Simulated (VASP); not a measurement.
# Re (P6_3/mmc) in VASP: single point with PBE

Aim: the single point of Re with PBE.

Program: VASP 6.6.1. These are calculated values, not measurements. Logs are shortened: lines on timing, memory, paths and dates and some standing lists are left out, and cuts for length are marked.

### 1 The cell of the first run

The structure is hexagonal, space group P6_3/mmc (No. 194). Conventional cell: a = 2.774 Å, b = 2.774 Å, c = 4.485 Å, α = 90.00°, β = 90.00°, γ = 120.00°. Re (site symmetry -6m2) has 12 Re at 2.76 to 2.77 Å within 3.6 Å.

### 2 Single point, PBE

File INCAR:

```
PREC     = Accurate       # precision mode
ENCUT    = 520            # plane-wave cutoff, eV
EDIFF    = 1E-6           # SCF threshold, eV
ISMEAR   = 0              # smearing method
SIGMA    = 0.05           # smearing width, eV
LREAL    = False          # projectors in reciprocal space
LASPH    = True           # aspherical terms in the spheres
NELM     = 100            # most SCF steps
ALGO     = Normal         # electronic algorithm
ISIF     = 2              # what is computed and relaxed
LWAVE    = False          # write WAVECAR
LCHARG   = False          # write CHGCAR
GGA      = PE             # functional
NBANDS   = 14             # bands
```

File KPOINTS:

```
Automatic mesh
0
Gamma
  18 18 10
```

File POSCAR:

```
Re
1.0
    2.7744319908      0.0000000000      0.0000000000
   -1.3872159954      2.4027285851      0.0000000000
    0.0000000000      0.0000000000      4.4851855764
Re
2
Direct
    0.3333333333      0.6666666667      0.7500000000
    0.6666666667      0.3333333333      0.2500000000
```

Potentials or basis: VASP PAW PBE potentials, release 64 (Re).

The run is started by

```
cat potpaw_PBE.64/Re/POTCAR > POTCAR
mpirun -np 1 vasp_std > vasp.out
```

OUTCAR:

```text
PREC = Accurate
   ENCUT = 520
   EDIFF = 1E-6
   ISMEAR = 0
   LREAL = False
   LASPH = True
   NELM = 100
   ISIF = 2
   GGA = PE

 ion  position               nearest neighbor table
   1  0.333  0.667  0.750-   2 2.76   2 2.76   2 2.76   2 2.76   2 2.76   2 2.76
   2  0.667  0.333  0.250-   1 2.76   1 2.76   1 2.76   1 2.76   1 2.76   1 2.76

  LATTYP: Found a hexagonal cell.
 ALAT       =     2.7744319908
 C/A-ratio  =     1.6166139921

  Lattice vectors:

 A1 = (   2.7744319908,   0.0000000000,   0.0000000000)
 A2 = (  -1.3872159954,   2.4027285851,   0.0000000000)
 A3 = (   0.0000000000,   0.0000000000,   4.4851855764)

Analysis of symmetry for initial positions (statically):
=====================================================================
 Subroutine PRICEL returns:
 Original cell was already a primitive cell.

 Routine SETGRP: Setting up the symmetry group for a
 hexagonal supercell.

 Subroutine GETGRP returns: Found 24 space group operations
 (whereof 12 operations were pure point group operations)
 out of a pool of 24 trial point group operations.

The static configuration has the point symmetry D_3d.
 The point group associated with its full space group is D_6h.

Analysis of symmetry for dynamics (positions and initial velocities):
=====================================================================
 Subroutine PRICEL returns:
 Original cell was already a primitive cell.

 Routine SETGRP: Setting up the symmetry group for a
 hexagonal supercell.

 Subroutine GETGRP returns: Found 24 space group operations
 (whereof 12 operations were pure point group operations)
 out of a pool of 24 trial point group operations.

The dynamic configuration has the point symmetry D_3d.
 The point group associated with its full space group is D_6h.

 Subroutine INISYM returns: Found 24 space group operations
 (whereof 12 operations are pure point group operations),
 and found     1 'primitive' translations

----------------------------------------------------------------------------------------

                                     Primitive cell

  volume of cell :      29.8992

  direct lattice vectors                    reciprocal lattice vectors
     2.774431991  0.000000000  0.000000000     0.360434137  0.208096746  0.000000000
    -1.387215995  2.402728585  0.000000000     0.000000000  0.416193492  0.000000000
     0.000000000  0.000000000  4.485185576     0.000000000  0.000000000  0.222956215

  length of vectors
     2.774431991  2.774431991  4.485185576     0.416193492  0.416193492  0.222956215

  position of ions in fractional coordinates (direct lattice)
     0.333333333  0.666666667  0.750000000
     0.666666667  0.333333333  0.250000000

  ion indices of the primitive-cell ions
   primitive index   ion index
                 1           1
                 2           2

----------------------------------------------------------------------------------------

 KPOINTS: Automatic mesh

Automatic generation of k-mesh.
 Grid dimensions read from file:
 generate k-points for:   18   18   10

 Generating k-lattice:

  Cartesian coordinates                     Fractional coordinates (reciprocal lattice)
     0.020024119  0.011560930  0.000000000     0.055555556 -0.000000000  0.000000000
     0.000000000  0.023121861  0.000000000     0.000000000  0.055555556  0.000000000
     0.000000000  0.000000000  0.022295622     0.000000000  0.000000000  0.100000000

  Length of vectors
     0.023121861  0.023121861  0.022295622

  Shift w.r.t. Gamma in fractional coordinates (k-lattice)
     0.000000000  0.000000000  0.000000000

 Subroutine IBZKPT returns following result:
 ===========================================

 Found    222 irreducible k-points:

 Following reciprocal coordinates:
            Coordinates               Weight
  0.000000  0.000000  0.000000      1.000000
  0.055556  0.000000  0.000000      6.000000
  0.111111  0.000000  0.000000      6.000000
  0.166667  0.000000  0.000000      6.000000
  0.222222  0.000000  0.000000      6.000000
  0.277778  0.000000  0.000000      6.000000
[... 16 lines left out ...]
  0.333333  0.111111  0.000000     12.000000
  0.388889  0.111111  0.000000     12.000000
 [... further k-points ...]
   k-points           NKPTS =    222   k-points in BZ     NKDIM =    222   number of bands    NBANDS=     14
   number of dos      NEDOS =    301   number of ions     NIONS =      2
   total plane-waves  NPLWV =  20736
   dimension x,y,z NGX =    24 NGY =   24 NGZ =   36
   dimension x,y,z NGXF=    48 NGYF=   48 NGZF=   72
   ions per type =               2
   NGX,Y,Z   is equivalent  to a cutoff of  14.38, 14.38, 13.34 a.u.
   NGXF,Y,Z  is equivalent  to a cutoff of  28.76, 28.76, 26.69 a.u.
 SYSTEM =  unknown system
   PREC   = accura    normal or accurate (medium, high low for compatibility)
   ISTART =      0    job   : 0-new  1-cont  2-samecut
   ICHARG =      2    charge: 1-file 2-atom 10-const
   ISPIN  =      1    spin polarized calculation?
   LNONCOLLINEAR =      F non collinear calculations
   LSORBIT =      F    spin-orbit coupling
   LASPH  =      T    aspherical Exc in radial PAW
   ENCUT  =  520.0 eV  38.22 Ry    6.18 a.u.   5.16  5.16  8.34*2*pi/ulx,y,z
   NELM   =    100;   NELMIN=  2; NELMDL= -5     # of ELM steps
   EDIFF  = 0.1E-05   stopping-criterion for ELM
   LREAL  =      F    real-space projection
   EDIFFG = 0.1E-04   stopping-criterion for IOM
   NSW    =      0    number of steps for IOM
   IBRION =     -1    ionic relax: 0-MD 1-quasi-New 2-CG
   NFREE  =      0    steps in history (QN), initial steepest desc. (CG)
   ISIF   =      2    stress and relaxation
   ISYM   =      2    0-nonsym 1-usesym 2-fastsym
   POTIM  = 0.5000    time-step for ionic-motion
   TEBEG  =    0.0;   TEEND  =   0.0 temperature during run
   PSTRESS=    0.0 pullay stress
   NELECT =      14.0000    total number of electrons
   NUPDOWN=      -1.0000    fix difference up-down
   EMIN   =  10.00;   EMAX   =-10.00  energy-range for DOS
   EFERMI =   0.00;   METHOD = LEGACY
   ISMEAR =     0;   SIGMA  =   0.05  broadening in eV -4-tet -1-fermi 0-gaus
   EFERMI_NEDOS =   21; number of points for ismear=-14 and -15
   IALGO  =     38    algorithm
   IMIX   =      4    mixing-type and parameters
     AMIX     =   0.40;   BMIX     =  1.00
     AMIX_MAG =   1.60;   BMIX_MAG =  1.00
  volume/ion in A,a.u.               =      14.95       100.88
  Fermi-wavevector in a.u.,A,eV,Ry     =   1.271250  2.402315 21.988071  1.616078
  Thomas-Fermi vector in A             =   2.404194
   LORBIT       =      0    0 simple, 1 ext, 2 COOP (PROOUT), +10 PAW based schemes
   GGA     = PE    functional components
   LHFCALC =     F    Hartree Fock is set to
   AEXX    =    0.0000 exact exchange contribution
   IVDW    =     0    specifies the selected vdW correction
   LEPSILON=     F    determine dielectric tensor
   LRPA    =     F    only Hartree local field effects (RPA)
 non-spin polarized calculation
 Gauss-broadening in eV      SIGMA  =   0.05
  energy-cutoff  :      520.00
  volume of cell :       29.90
 maximum number of plane-waves:       818
 NGX is ok and might be reduce to    24
   NGX = 11   NGY = 11   NGZ = 17

 number of electron      14.0000000 magnetization

 Free energy of the ion-electron system (eV)
  ---------------------------------------------------
  ext. energy  EPLUGINS =         0.00000000
  ---------------------------------------------------
  free energy    TOTEN  =       -24.85140735 eV

  energy without entropy =      -24.84938331  energy(sigma->0) =      -24.85039533

 E-fermi :   7.6707     XC(G=0): -13.6433

 val. band max:        7.6679957000   @ k =   0.1667   0.0556   0.1000
 cond. band min:       7.6821355765   @ k =   0.3333   0.1667   0.4000
 fundamental gap:      0.0141398765
 Fermi energy:         7.6706796871

 k-point     1 :       0.0000    0.0000    0.0000
  band No.  band energies     occupation
      1      -2.0664      2.00000
      2       1.1815      2.00000
      3       6.1363      2.00000
      4       6.1539      2.00000
      5       6.1539      2.00000
      6       6.9658      2.00000
      7       6.9658      2.00000
      8       7.8842      0.00000
      9       7.8842      0.00000
     10       8.2634      0.00000
     11      10.9788      0.00000
     12      10.9788      0.00000
     13      17.4821      0.00000
     14      21.8230      0.00000

 k-point     2 :       0.0556    0.0000    0.0000
  band No.  band energies     occupation
      1      -1.9418      2.00000
      2       1.2992      2.00000
      3       5.7899      2.00000
      4       6.2674      2.00000
      5       6.4586      2.00000
      6       6.8760      2.00000
      7       7.0731      2.00000
      8       7.6198      1.84958
      9       7.7875      0.00095
     10       7.9624      0.00000
     11      11.0439      0.00000
     12      11.5516      0.00000
     13      17.4749      0.00000
     14      22.0998      0.00000

 k-point     3 :       0.1111    0.0000    0.0000
  band No.  band energies     occupation
      1      -1.5782      2.00000
      2       1.6305      2.00000
      3       5.3741      2.00000
      4       6.5786      2.00000
      5       6.6044      2.00000
      6       6.7131      2.00000
      7       6.8577      2.00000
      8       7.3905      2.00000
      9       7.5333      1.99990
     10       7.7364      0.06304
     11      11.2061      0.00000
     12      12.7187      0.00000
     13      17.4273      0.00000
     14      22.8610      0.00000

 k-point     4 :       0.1667    0.0000    0.0000
  band No.  band energies     occupation
      1      -1.0085      2.00000
      2       2.0930      2.00000
      3       4.9660      2.00000
      4       5.7256      2.00000
      5       6.2689      2.00000
      6       7.1523      2.00000
      7       7.1938      2.00000
      8       7.2981      2.00000
      9       7.4807      2.00000
     10       7.9030      0.00000
     11      11.4023      0.00000
     12      14.0517      0.00000
     13      17.2962      0.00000
     14      23.7632      0.00000

 k-point     5 :       0.2222    0.0000    0.0000
  band No.  band energies     occupation
      1      -0.2935      2.00000
      2       2.4898      2.00000
      3       4.7349      2.00000
      4       4.8148      2.00000
      5       5.9994      2.00000
      6       6.8325      2.00000
      7       7.1963      2.00000
      8       7.8879      0.00000
      9       7.9016      0.00000
     10       8.5840      0.00000
     11      11.5845      0.00000
[... 276 lines left out ...]
 k-point    22 :       0.2778    0.1111    0.0000
  band No.  band energies     occupation
      1       1.4951      2.00000
      2       2.7590      2.00000
      3       3.3589      2.00000
      4       4.6314      2.00000
      5       5.7825      2.00000
      6       6.2931      2.00000
      7       6.8573      2.00000
      8       9.0113      0.00000
      9      10.1861      0.00000
     10      11.1698      0.00000
     11      11.6150      0.00000
     12      16.8209      0.00000
     13      18.5698      0.00000
     14      19.4846      0.00000

 k-point    23 :       0.3333    0.1111    0.0000
  band No.  band energies     occupation
      1       1.9762      2.00000
      2       2.5133      2.00000
      3       2.9344      2.00000
      4       5.0194      2.00000
      5       5.6843      2.00000
      6       6.5561      2.00000
      7       6.7380      2.00000
      8       9.9056      0.00000
      9      10.9371      0.00000
     10      11.6514      0.00000
     11      12.2236      0.00000
     12      17.0568      0.00000
     13      17.6456      0.00000
     14      19.6818      0.00000

 k-point    24 :       0.3889    0.1111    0.0000
  band No.  band energies     occupation
      1       2.2033      2.00000
      2       2.3469      2.00000
      3       2.6735      2.00000
      4       5.4238      2.00000
      5       5.6586      2.00000
      6       6.3300      2.00000
      7       7.0665      2.00000
      8      10.8159      0.00000
      9      11.4050      0.00000
     10      11.6699      0.00000
     11      13.1980      0.00000
     12      15.9320      0.00000
     13      17.6947      0.00000
     14      18.8073      0.00000

 [... further k-points ...]

------------------------ aborting loop because EDIFF is reached ----------------------------------------

  FORCE on cell =-STRESS in cart. coord.  units (eV):
  Direction    XX          YY          ZZ          XY          YZ          ZX
  --------------------------------------------------------------------------------------
  -------------------------------------------------------------------------------------
  Total       -0.0942285     -0.0942285     -0.1159589     -0.0000000      0.0000000      0.0000000
  in kB       -5.0493313     -5.0493313     -6.2137730     -0.0000000      0.0000000      0.0000000
  external PRESSURE =      -5.4374785 kB  Pullay stress =       0.0000000 kB

 VOLUME and BASIS-vectors are now :
 -----------------------------------------------------------------------------
  energy-cutoff  :      520.00
  volume of cell :       29.90
      direct lattice vectors                 reciprocal lattice vectors
     2.774431991  0.000000000  0.000000000     0.360434137  0.208096746  0.000000000
    -1.387215995  2.402728585  0.000000000     0.000000000  0.416193492  0.000000000
     0.000000000  0.000000000  4.485185576     0.000000000  0.000000000  0.222956215

 POSITION                                       TOTAL-FORCE (eV/Angst)
 -----------------------------------------------------------------------------------
     -0.00000      1.60182      3.36389        -0.000000      0.000000      0.000000
      1.38722      0.80091      1.12130         0.000000     -0.000000      0.000000
 -----------------------------------------------------------------------------------
    total drift:                               -0.000000      0.000000     -0.000000

  FREE ENERGIE OF THE ION-ELECTRON SYSTEM (eV)
  ---------------------------------------------------
  free  energy   TOTEN  =       -24.8514073493 eV

  energy  without entropy=      -24.8493833062  energy(sigma->0) =      -24.85039533
```

Wall time 2.4 min (1 thread of AMD EPYC 7R43 (Zen 3), shared host); peak memory 0.18 GiB.

Results:

- Free energy: -24.8514 eV
- Pressure: -0.5 GPa
- Band gap on the k mesh: zero (bands 7 and 8 overlap by 3.08 eV)

Levels at points of the mesh, in eV from the Fermi level:
```csv
k point,band 3,band 4,band 5,band 6,band 7,band 8,band 9,band 10,band 11,band 12
"(0.00, 0.00, 0.00)",-1.53,-1.52,-1.52,-0.70,-0.70,0.21,0.21,0.59,3.31,3.31
"(0.50, 0.00, 0.00)",-5.11,-1.86,-1.71,-1.34,-0.58,3.90,4.27,4.41,5.94,6.94
"(0.00, 0.00, 0.50)",-2.32,-2.32,-1.64,-1.64,-1.64,-1.64,2.50,2.50,2.50,2.50
"(0.50, 0.00, 0.50)",-3.98,-3.98,0.41,0.41,0.91,0.91,4.20,4.20,4.69,4.69
```

Caveat: spin-orbit coupling is left out, which moves the levels of the heavy elements.
